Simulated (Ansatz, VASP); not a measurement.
## Two plane-wave programs on AlSn

The input INCAR:

```
SYSTEM = AlSn
ALGO     = Normal         ! electronic algorithm
EDIFF    = 1E-6           ! SCF threshold, eV
ENCUT    = 500            ! plane-wave cutoff, eV
GGA      = PS             ! functional
GGA_COMPAT= .FALSE.      
ISIF     = 2              ! what is computed and relaxed
ISMEAR   = -1             ! smearing method
LASPH    = .TRUE.         ! aspherical terms in the spheres
LCHARG   = .TRUE.         ! write CHGCAR
LELF     = .TRUE.         ! ELF
LREAL    = .FALSE.        ! projectors in reciprocal space
LVHAR    = .TRUE.       
LWAVE    = .FALSE.        ! write WAVECAR
NBANDS   = 16             ! bands
NELM     = 120            ! most SCF steps
PREC     = Accurate       ! precision mode
SIGMA    = 0.05           ! smearing width, eV
```

The input KPOINTS:

```
k-points
0
G
  7 7 7
  0 0 0
```

POSCAR

```
AlSn
1.0
    4.0301813911      0.0000000000      0.0000000000
   -2.0150906955      3.4902394665      0.0000000000
    0.0000000000      0.0000000000      3.3068470000
Sn Al
1 1
Direct
    0.3333333333      0.6666666667      0.5000000000
    0.0000000000      0.0000000000      0.0000000000
```

The input input.yaml:

```yaml
crystal:
  lattice:
    - [4.0301813911, 0.0, 0.0]
    - [-2.0150906955, 3.4902394665, 0.0]
    - [0.0, 0.0, 3.306847]
  atoms:
    - { symbol: Sn, position: [0.3333333333, 0.6666666667, 0.5] }
    - { symbol: Al, position: [0.0, 0.0, 0.0] }
hamiltonian:
  xc: pbesol
  pseudopotentials: { kind: paw }
kpoints:
  mp_grid: { grid: [7, 7, 7] }
  band_path:
    path:
      - [[0.0, 0.0, 0.0], [0.5, 0.0, 0.0], [0.3333333333, 0.3333333333, 0.0], [0.0, 0.0, 0.0], [0.0, 0.0, 0.5], [0.5, 0.0, 0.5], [0.3333333333, 0.3333333333, 0.5], [0.0, 0.0, 0.5]]
      - [[0.5, 0.0, 0.5], [0.5, 0.0, 0.0]]
      - [[0.3333333333, 0.3333333333, 0.0], [0.3333333333, 0.3333333333, 0.5]]
    npoints: 14
scf:
  occupations: { method: fermi_dirac, width: 0.05 }
  n_extra_bands: 6
output:
  forces: true
  stress: true
  eigenvalues: true
  fatbands: true
  write_density: true
  write_potential: true
  elf: true
  volumetric_format: npy
```

Alike in both runs: functional PBEsol; k mesh 7 × 7 × 7; occupations fermi-dirac, width 0.05 eV; no spin polarisation.

|  | VASP | Ansatz |
| --- | --- | --- |
| version | VASP 6.6.1 | Ansatz 0.2.0 |
| potentials or method | VASP PAW PBE potentials, release 64 (Sn_d, Al) | Ansatz PAW |
| plane-wave cutoff (eV) | 500 | 420 |
| valence electrons in the cell | 17 | 17 |
| task | single point | band structure |

|  | VASP | Ansatz | Ansatz less VASP |
| --- | --- | --- | --- |
| gap on the k mesh at the Fermi level (eV) | none | none | - |
| pressure (GPa) | 1.8 | 1.8 | +0.05 |
| traceless stress, the component that is largest in VASP (GPa) | -3.44 | -3.44 | -0.007 |

VASP's potentials were made for PBE, not for PBEsol. A gap of «none» marks a metal or a gap that the smearing closes. With one functional, cell and mesh, what is left measures potentials, basis and numerics.
